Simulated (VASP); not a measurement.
# BAs (F-43m) in VASP: further runs

BAs is run at these levels: HSE06, PBE0; tasks: single point.

Everything below comes from runs of VASP 6.6.1. Logs are shortened: lines on timing, memory, paths and dates and some standing lists are left out, and cuts for length are marked.

**1. The cell of the first run**

It takes space group F-43m (No. 216, cubic). Conventional cell: a = 4.784 Å, b = 4.784 Å, c = 4.784 Å, α = 90.00°, β = 90.00°, γ = 90.00°. Within 2.7 Å of B (site symmetry -43m) lie 4 As at 2.07 Å. As (site symmetry -43m) has 4 B at 2.07 Å within 2.7 Å.

**2. Single point, HSE06**

POSCAR reads:

```
BAs
1.0
    0.0000000000      2.3918699057      2.3918699057
    2.3918699057      0.0000000000      2.3918699057
    2.3918699057      2.3918699057      0.0000000000
B As
1 1
Direct
    0.0000000000      0.0000000000      0.0000000000
    0.2500000000      0.2500000000      0.2500000000
```

INCAR.step1 reads:

```
  ALGO = Normal
  EDIFF = 1E-5
  ENCUT = 520
  GGA = PE
  ISIF = 2
  ISMEAR = 0
  LASPH = T
  LREAL = F
  LWAVE = T
  NBANDS = 11
  NELM = 100
  PREC = Accurate
  SIGMA = 0.01
```

INCAR.step2 reads:

```
  ALGO = Normal
  EDIFF = 1E-6
  ENCUT = 520
  GGA = PE
  HFSCREEN = 0.2079
  ISIF = 2
  ISMEAR = 0
  ISTART = 1
  LASPH = T
  LCHARG = T
  LELF = T
  LHFCALC = T
  LREAL = F
  LVHAR = T
  LWAVE = F
  NBANDS = 11
  NELM = 100
  PREC = Accurate
  PRECFOCK = Normal
  SIGMA = 0.01
```

KPOINTS reads:

```
k-points
0
Gamma
  6 6 6
```

Potentials or basis: VASP PAW PBE potentials, release 64 (B, As).

Run with:

```
$ cat potpaw_PBE.64/B/POTCAR potpaw_PBE.64/As/POTCAR > POTCAR
$ cp INCAR.step1 INCAR
$ mpirun -np 1 vasp_std > vasp.out
$ cp INCAR.step2 INCAR
$ mpirun -np 1 vasp_std > vasp.out
```

OUTCAR:

```text
EDIFF = 1E-6
   ENCUT = 520
   GGA = PE
   HFSCREEN = 0.2079
   ISIF = 2
   ISMEAR = 0
   ISTART = 1
   LASPH = T
   LHFCALC = T
   LREAL = F
   NELM = 100
   PREC = Accurate
   PRECFOCK = Normal

 ion  position               nearest neighbor table
   1  0.000  0.000  0.000-   2 2.07   2 2.07   2 2.07   2 2.07
   2  0.250  0.250  0.250-   1 2.07   1 2.07   1 2.07   1 2.07

  LATTYP: Found a face centered cubic cell.
 ALAT       =     4.7837398114

  Lattice vectors:

 A1 = (   0.0000000000,   2.3918699057,   2.3918699057)
 A2 = (   2.3918699057,   0.0000000000,   2.3918699057)
 A3 = (   2.3918699057,   2.3918699057,   0.0000000000)

Analysis of symmetry for initial positions (statically):
=====================================================================
 Subroutine PRICEL returns:
 Original cell was already a primitive cell.

 Routine SETGRP: Setting up the symmetry group for a
 face centered cubic supercell.

 Subroutine GETGRP returns: Found 24 space group operations
 (whereof 24 operations were pure point group operations)
 out of a pool of 48 trial point group operations.

The static configuration has the point symmetry T_d .

Analysis of symmetry for dynamics (positions and initial velocities):
=====================================================================
 Subroutine PRICEL returns:
 Original cell was already a primitive cell.

 Routine SETGRP: Setting up the symmetry group for a
 face centered cubic supercell.

 Subroutine GETGRP returns: Found 24 space group operations
 (whereof 24 operations were pure point group operations)
 out of a pool of 48 trial point group operations.

The dynamic configuration has the point symmetry T_d .

 Subroutine INISYM returns: Found 24 space group operations
 (whereof 24 operations are pure point group operations),
 and found     1 'primitive' translations

----------------------------------------------------------------------------------------

                                     Primitive cell

  volume of cell :      27.3680

  direct lattice vectors                    reciprocal lattice vectors
     0.000000000  2.391869906  2.391869906    -0.209041470  0.209041470  0.209041470
     2.391869906  0.000000000  2.391869906     0.209041470 -0.209041470  0.209041470
     2.391869906  2.391869906  0.000000000     0.209041470  0.209041470 -0.209041470

  length of vectors
     3.382614860  3.382614860  3.382614860     0.362070446  0.362070446  0.362070446

  position of ions in fractional coordinates (direct lattice)
     0.000000000  0.000000000  0.000000000
     0.250000000  0.250000000  0.250000000

  ion indices of the primitive-cell ions
   primitive index   ion index
                 1           1
                 2           2

----------------------------------------------------------------------------------------

 KPOINTS: k-points

Automatic generation of k-mesh.
 Grid dimensions read from file:
 generate k-points for:    6    6    6

 Generating k-lattice:

  Cartesian coordinates                     Fractional coordinates (reciprocal lattice)
    -0.034840245  0.034840245  0.034840245     0.166666667  0.000000000  0.000000000
     0.034840245 -0.034840245  0.034840245     0.000000000  0.166666667  0.000000000
     0.034840245  0.034840245 -0.034840245     0.000000000  0.000000000  0.166666667

  Length of vectors
     0.060345074  0.060345074  0.060345074

  Shift w.r.t. Gamma in fractional coordinates (k-lattice)
     0.000000000  0.000000000  0.000000000

 Subroutine IBZKPT returns following result:
 ===========================================

 Found     16 irreducible k-points:

 Following reciprocal coordinates:
            Coordinates               Weight
  0.000000  0.000000  0.000000      1.000000
  0.166667  0.000000  0.000000      8.000000
  0.333333  0.000000  0.000000      8.000000
  0.500000  0.000000  0.000000      4.000000
  0.166667  0.166667  0.000000      6.000000
  0.333333  0.166667  0.000000     24.000000
[... 8 lines left out ...]
 -0.333333  0.333333  0.166667     24.000000
 -0.333333  0.500000  0.166667     12.000000
   k-points           NKPTS =     16   k-points in BZ     NKDIM =    216   number of bands    NBANDS=     11
   number of dos      NEDOS =    301   number of ions     NIONS =      2
   total plane-waves  NPLWV =  21952
   dimension x,y,z NGX =    28 NGY =   28 NGZ =   28
   dimension x,y,z NGXF=    56 NGYF=   56 NGZF=   56
   ions per type =               1   1
   NGX,Y,Z   is equivalent  to a cutoff of  13.76, 13.76, 13.76 a.u.
   NGXF,Y,Z  is equivalent  to a cutoff of  27.52, 27.52, 27.52 a.u.
 SYSTEM =  unknown system
   PREC   = accura    normal or accurate (medium, high low for compatibility)
   ISTART =      1    job   : 0-new  1-cont  2-samecut
   ICHARG =      0    charge: 1-file 2-atom 10-const
   ISPIN  =      1    spin polarized calculation?
   LNONCOLLINEAR =      F non collinear calculations
   LSORBIT =      F    spin-orbit coupling
   LASPH  =      T    aspherical Exc in radial PAW
   ENCUT  =  520.0 eV  38.22 Ry    6.18 a.u.   6.29  6.29  6.29*2*pi/ulx,y,z
   NELM   =    100;   NELMIN=  2; NELMDL=  0     # of ELM steps
   EDIFF  = 0.1E-05   stopping-criterion for ELM
   LREAL  =      F    real-space projection
   EDIFFG = 0.1E-04   stopping-criterion for IOM
   NSW    =      0    number of steps for IOM
   IBRION =     -1    ionic relax: 0-MD 1-quasi-New 2-CG
   NFREE  =      0    steps in history (QN), initial steepest desc. (CG)
   ISIF   =      2    stress and relaxation
   ISYM   =      3    0-nonsym 1-usesym 2-fastsym
   POTIM  = 0.5000    time-step for ionic-motion
   TEBEG  =    0.0;   TEEND  =   0.0 temperature during run
   PSTRESS=    0.0 pullay stress
   NELECT =       8.0000    total number of electrons
   NUPDOWN=      -1.0000    fix difference up-down
   EMIN   =  10.00;   EMAX   =-10.00  energy-range for DOS
   EFERMI =   0.00;   METHOD = LEGACY
   ISMEAR =     0;   SIGMA  =   0.01  broadening in eV -4-tet -1-fermi 0-gaus
   EFERMI_NEDOS =   21; number of points for ismear=-14 and -15
   IALGO  =     38    algorithm
   IMIX   =      1    mixing-type and parameters
     AMIX     =   0.40;   BMIX     =  1.00
     AMIX_MAG =   1.60;   BMIX_MAG =  1.00
  volume/ion in A,a.u.               =      13.68        92.34
  Fermi-wavevector in a.u.,A,eV,Ry     =   1.086486  2.053160 16.061008  1.180451
  Thomas-Fermi vector in A             =   2.222623
   LORBIT       =      0    0 simple, 1 ext, 2 COOP (PROOUT), +10 PAW based schemes
   GGA     = PE    functional components
   LHFCALC =     T    Hartree Fock is set to
   PRECFOCK=normal    Normal, Fast or Accurate (Low or Medium for compatibility)
   ENCUT4O =  -1.0   cutoff for four orbital integrals eV
   NKREDX  =     1    reduce k-point grid by
   NKREDY  =     1    reduce k-point grid by
   NKREDZ  =     1    reduce k-point grid by
   AEXX    =    0.2500 exact exchange contribution
   HFSCREEN=    0.2079 screening length (either q_TF or 0.3 A-1)
   HFSCREENC=   0.2079 screening length for correlation (either q_TF or 0.3 A-1)
   ENCUTFOCK=  -1.0 apply spherical cutoff to Coloumb kernel
   IVDW    =     0    specifies the selected vdW correction
   LEPSILON=     F    determine dielectric tensor
   LRPA    =     F    only Hartree local field effects (RPA)
 non-spin polarized calculation
 Gauss-broadening in eV      SIGMA  =   0.01
  energy-cutoff  :      520.00
  volume of cell :       27.37
 maximum number of plane-waves:       754
 NGX is ok and might be reduce to    28
  NGX = 20; NGY = 20; NGZ = 20

 number of electron       8.0000000 magnetization

 Free energy of the ion-electron system (eV)
  ---------------------------------------------------
  ext. energy  EPLUGINS =         0.00000000
  ---------------------------------------------------
  free energy    TOTEN  =       -13.24198527 eV

  energy without entropy =      -13.24198527  energy(sigma->0) =      -13.24198527

 E-fermi :   5.7233     XC(G=0):  -8.7460

 val. band max:        5.6684115760   @ k =   0.0000   0.0000   0.0000
 cond. band min:       7.6174754183   @ k =   0.3333   0.3333   0.0000
 fundamental gap:      1.9490638423
 Fermi energy:         5.7233186974

 k-point     1 :       0.0000    0.0000    0.0000
  band No.  band energies     occupation
      1     -11.2432      2.00000
      2       5.6684      2.00000
      3       5.6684      2.00000
      4       5.6684      2.00000
      5       9.7763      0.00000
      6       9.7763      0.00000
      7       9.7763      0.00000
      8      11.4866      0.00000
      9      16.2696      0.00000
     10      19.6994      0.00000
     11      19.6994      0.00000

 k-point     2 :       0.1667    0.0000    0.0000
  band No.  band energies     occupation
      1     -10.7454      2.00000
      2       2.4868      2.00000
      3       4.9485      2.00000
      4       4.9485      2.00000
      5       9.8456      0.00000
      6      10.7214      0.00000
      7      10.7214      0.00000
      8      13.4890      0.00000
      9      17.7766      0.00000
     10      17.9817      0.00000
     11      17.9817      0.00000

 k-point     3 :       0.3333    0.0000    0.0000
  band No.  band energies     occupation
      1      -9.3496      2.00000
      2      -1.7095      2.00000
      3       4.0304      2.00000
      4       4.0304      2.00000
      5       9.3858      0.00000
      6      11.4251      0.00000
      7      11.4251      0.00000
      8      15.5878      0.00000
      9      18.3032      0.00000
     10      18.8079      0.00000
     11      18.8079      0.00000
[... 155 lines left out ...]
 k-point    15 :      -0.3333    0.3333    0.1667
  band No.  band energies     occupation
      1      -6.9912      2.00000
      2      -3.2244      2.00000
      3      -0.2084      2.00000
      4       1.4953      2.00000
      5      10.8977      0.00000
      6      11.8442      0.00000
      7      14.3683      0.00000
      8      15.7063      0.00000
      9      17.0978      0.00000
     10      21.4668      0.00000
     11      23.4246      0.00000

 k-point    16 :      -0.3333    0.5000    0.1667
  band No.  band energies     occupation
      1      -6.4361      2.00000
      2      -3.4453      2.00000
      3       0.0888      2.00000
      4       0.3005      2.00000
      5      10.2585      0.00000
      6      10.5410      0.00000
      7      15.5391      0.00000
      8      15.7822      0.00000
      9      19.4407      0.00000
     10      22.7606      0.00000
     11      22.8338      0.00000

------------------------ aborting loop because EDIFF is reached ----------------------------------------

  FORCE on cell =-STRESS in cart. coord.  units (eV):
  Direction    XX          YY          ZZ          XY          YZ          ZX
  --------------------------------------------------------------------------------------
  -------------------------------------------------------------------------------------
  Total       -0.2002279     -0.2002279     -0.2002279      0.0000000      0.0000000      0.0000000
  in kB      -11.7217513    -11.7217513    -11.7217513      0.0000000      0.0000000      0.0000000
  external PRESSURE =     -11.7217513 kB  Pullay stress =       0.0000000 kB

 VOLUME and BASIS-vectors are now :
 -----------------------------------------------------------------------------
  energy-cutoff  :      520.00
  volume of cell :       27.37
      direct lattice vectors                 reciprocal lattice vectors
     0.000000000  2.391869906  2.391869906    -0.209041470  0.209041470  0.209041470
     2.391869906  0.000000000  2.391869906     0.209041470 -0.209041470  0.209041470
     2.391869906  2.391869906  0.000000000     0.209041470  0.209041470 -0.209041470

 POSITION                                       TOTAL-FORCE (eV/Angst)
 -----------------------------------------------------------------------------------
      0.00000      0.00000      0.00000        -0.000000      0.000000     -0.000000
      1.19593      1.19593      1.19593         0.000000     -0.000000      0.000000
 -----------------------------------------------------------------------------------
    total drift:                               -0.000000     -0.000000     -0.000000

  FREE ENERGIE OF THE ION-ELECTRON SYSTEM (eV)
  ---------------------------------------------------
  free  energy   TOTEN  =       -13.2419852711 eV

  energy  without entropy=      -13.2419852711  energy(sigma->0) =      -13.24198527
```

It took 8.3 min on 1 thread of Intel Xeon 6975P-C, shared host; peak memory 0.27 GiB.

Results:

* Free energy: -13.2420 eV
* Pressure: -1.2 GPa
* Band gap on the k mesh: 1.95 eV, indirect (least direct gap 4.11 eV)

Levels at points of the mesh, in eV from the valence-band top:
| k point | band 1 | band 2 | band 3 | band 4 | band 5 | band 6 | band 7 | band 8 | band 9 |
| --- | --- | --- | --- | --- | --- | --- | --- | --- | --- |
| (0.00, 0.00, 0.00) | -16.91 | 0.00 | 0.00 | 0.00 | 4.11 | 4.11 | 4.11 | 5.82 | 10.60 |
| (0.50, 0.00, 0.00) | -13.74 | -9.66 | -1.98 | -1.98 | 3.54 | 5.69 | 5.69 | 10.01 | 14.05 |
| (0.50, 0.50, 0.00) | -12.24 | -9.46 | -4.44 | -4.44 | 2.08 | 2.15 | 12.90 | 12.90 | 14.40 |

Caveat: the PAW data sets were made with another functional, which shifts forces and pressure a little.

**3. Single point, PBE0**

POSCAR is that of step 2.

INCAR.step1 reads:

```
  PREC = Accurate
  ENCUT = 520
  EDIFF = 1E-5
  ISMEAR = 0
  SIGMA = 0.01
  LREAL = F
  LASPH = T
  NELM = 60
  ALGO = Normal
  ISIF = 2
  LWAVE = T
  LCHARG = F
  GGA = PE
  NBANDS = 11
```

INCAR.step2 reads:

```
  PREC = Accurate
  ENCUT = 520
  EDIFF = 1E-6
  ISMEAR = 0
  SIGMA = 0.01
  LREAL = F
  LASPH = T
  NELM = 60
  ALGO = Normal
  ISIF = 2
  LWAVE = F
  LCHARG = F
  GGA = PE
  LHFCALC = T
  AEXX = 0.25
  PRECFOCK = Normal
  ISTART = 1
  NBANDS = 11
```

KPOINTS reads:

```
Automatic mesh
0
Gamma
  6 6 6
```

Potentials or basis: VASP PAW PBE potentials, release 64 (B, As).

Run with:

```
$ cat potpaw_PBE.64/B/POTCAR potpaw_PBE.64/As/POTCAR > POTCAR
$ cp INCAR.step1 INCAR
$ mpirun -np 1 vasp_std > vasp.out
$ cp INCAR.step2 INCAR
$ mpirun -np 1 vasp_std > vasp.out
```

It took 8.4 min on 1 thread of Intel Xeon 6975P-C, shared host; peak memory 0.17 GiB.

It converged, with:

| Item | Value |
| --- | --- |
| Free energy | -14.1731 eV |
| Pressure | -1.3 GPa |
| Band gap on the k mesh | 2.65 eV, indirect (least direct gap 4.81 eV) |

Levels at points of the mesh, in eV from the valence-band top:
```csv
k point,band 1,band 2,band 3,band 4,band 5,band 6,band 7,band 8,band 9
"(0.00, 0.00, 0.00)",-17.00,0.00,0.00,0.00,4.81,4.81,4.81,6.54,11.33
"(0.50, 0.00, 0.00)",-13.82,-9.74,-2.00,-2.00,4.25,6.42,6.42,10.75,14.79
"(0.50, 0.50, 0.00)",-12.32,-9.53,-4.48,-4.48,2.79,2.86,13.66,13.66,15.15
```

Caveat: the PAW data sets were made with another functional, which shifts forces and pressure a little. A k mesh can miss the band edges.
